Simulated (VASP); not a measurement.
Wanted: the native input for a VASP 6.6.1 run.

| Quantity | Value |
| --- | --- |
| Task | single point |
| Functional | r2SCAN |
| Potentials or basis | VASP PAW PBE potentials, release 64 (Mg_sv, S) |
| Cutoff | 660 eV |
| k mesh | 8 × 8 × 8 |
| Occupations | gaussian, width 0.01 eV |
| Spin | no spin polarisation |
| Dipole correction | no |
| Second run | valence_matched |
| Further INCAR settings | ALGO = Normal; EDIFF = 1e-06; NBANDS = 15 |

MgS:

```
Mg S
1.0
     0.00000    2.94411    2.94411
     2.94411    0.00000    2.94411
     2.94411    2.94411    0.00000
Mg S
1 1
Direct
  0.00000 0.00000 0.00000
  0.25000 0.25000 0.25000
```

This cell differs from its parent crystal: strain +4.0%.

One way to write it, as run:

POSCAR

```
MgS
1.0
    0.0000000000      2.9441119149      2.9441119149
    2.9441119149      0.0000000000      2.9441119149
    2.9441119149      2.9441119149      0.0000000000
Mg S
1 1
Direct
    0.0000000000      0.0000000000      0.0000000000
    0.2500000000      0.2500000000      0.2500000000
```

INCAR.step1

```
ALGO = Normal ; EDIFF = 1E-5
ENCUT = 660 ; GGA = PE
GGA_COMPAT = F ; ISMEAR = 0
LASPH = T ; LCHARG = F
LREAL = F ; LWAVE = T
NBANDS = 15 ; NELM = 120
PREC = Accurate ; SIGMA = 0.01
```

INCAR.step2

```
ALGO = Normal ; EDIFF = 1E-6
ENCUT = 660 ; GGA_COMPAT = F
ISIF = 2 ; ISMEAR = 0
ISTART = 1 ; LASPH = T
LCHARG = F ; LMIXTAU = T
LREAL = F ; LWAVE = F
METAGGA = R2SCAN ; NBANDS = 15
NELM = 120 ; PREC = Accurate
SIGMA = 0.01
```

KPOINTS

```
k-points
0
Gamma
  8 8 8
```

Potentials or basis: VASP PAW PBE potentials, release 64 (Mg_sv, S).

Command:

```sh
$ cat potpaw_PBE.64/Mg_sv/POTCAR potpaw_PBE.64/S/POTCAR > POTCAR
$ cp INCAR.step1 INCAR
$ mpirun -np 1 vasp_std > vasp.out
$ cp INCAR.step2 INCAR
$ mpirun -np 1 vasp_std > vasp.out
```

It gave:

```
Pressure               : -5.6 GPa
Band gap on the k mesh : 3.56 eV, direct
```

Caveat: the cell differs from its parent crystal (strain +4.0%); the PAW data sets were made with another functional, which shifts forces and pressure a little.

Run time: 110 s on 1 thread of Intel(R) Xeon(R) Platinum 8488C (Sapphire Rapids), with other jobs on the host, peak memory 0.22 GiB.
